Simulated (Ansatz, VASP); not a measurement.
# TaC: VASP beside Ansatz

```
Ta C
1.0
     0.00000    2.10578    2.10578
     2.10578    0.00000    2.10578
     2.10578    2.10578    0.00000
Ta C
1 1
Cartesian
  0.0000 0.0000 0.0000
  2.1058 2.1058 2.1058
```

Change from the starting cell: volume scaled by 0.85, PAW files.

Alike in both runs: task electric field gradients; functional PBE; k mesh 14 × 14 × 14; occupations fermi-dirac, width 0.05 eV; no spin polarisation.

|  | VASP | Ansatz |
| --- | --- | --- |
| version | VASP 6.6.1 | Ansatz 0.2.0 |
| potentials or method | VASP PAW PBE potentials, release 64 (Ta_pv, C) | PAW with Ansatz's default frozen-core files, scalar-relativistic |
| plane-wave cutoff (eV) | 520 | 420 |
| valence electrons in the cell | 15 | 17 |

```tsv
	VASP	Ansatz	Ansatz less VASP
pressure (GPa)	88.1	86.4	-1.70
```

Both programs put the cell under a high pressure, so it lies far from rest at this level. VASP's potentials hold 15 valence electrons a cell and Ansatz's 17, so a difference there can come from the potentials and not from the codes.

Spin-orbit coupling is off throughout. Noted on VASP's run: the cell as given lies far from equilibrium.
